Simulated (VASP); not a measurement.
A run of VASP 6.6.1 is set up as follows.

Contents of INCAR:

```
PREC     = Accurate       # precision mode
ENCUT    = 600            # plane-wave cutoff, eV
EDIFF    = 1E-6           # SCF threshold, eV
ISMEAR   = 0              # smearing method
SIGMA    = 0.1            # smearing width, eV
LREAL    = False          # projectors in reciprocal space
LASPH    = True           # aspherical terms in the spheres
NELM     = 100            # most SCF steps
ALGO     = Normal         # electronic algorithm
ISIF     = 3              # what is computed and relaxed
LWAVE    = False          # write WAVECAR
LCHARG   = False          # write CHGCAR
GGA      = PE             # functional
IBRION   = 2              # ionic algorithm
NSW      = 100            # ionic steps
EDIFFG   = -0.01          # ionic threshold
```

KPOINTS

```
regular mesh
0
Gamma
  15 15 6
```

Contents of POSCAR:

```
Ba2W
1.0
    3.5222062444      0.0000000000      0.0000000000
   -1.7611031222      3.0503200850      0.0000000000
    0.0000000000      0.0000000000      9.2982312675
Ba W
2 1
Direct
    0.3333333333      0.6666666667      0.2715661622
    0.6666666667      0.3333333333      0.7284338378
    0.0000000000      0.0000000000      0.0000000000
```

Potentials or basis: VASP PAW PBE potentials, release 64 (Ba_sv, W_sv).

The run is started by

```console
$ cat potpaw_PBE.64/Ba_sv/POTCAR potpaw_PBE.64/W_sv/POTCAR > POTCAR
$ mpirun -np 1 vasp_std > vasp.out
```

**Question.** What does it give for the band gap on the k mesh?

**Answer.** Zero (band 17 reaches 4.26 eV, above the bottom of band 18 at 4.07 eV).

**Question.** Estimate the space group after relaxing (to 0.05 Å).

**Answer.** P-3m1 (No. 164).

**Question.** Predict the relaxed volume.

**Answer.** 34.20 Å³/atom.

**Question.** Predict the relaxed cell.

**Answer.** a = 3.567 Å, b = 3.567 Å, c = 9.311 Å, α = 90.00°, β = 90.00°, γ = 120.00°.

Forces on the atoms (eV/Å):
```
Ba   0.000  0.000  0.007
Ba   0.000  0.000 -0.007
W    0.000  0.000  0.000
```

Caveat: spin-orbit coupling is left out, which moves the levels of the heavy elements.
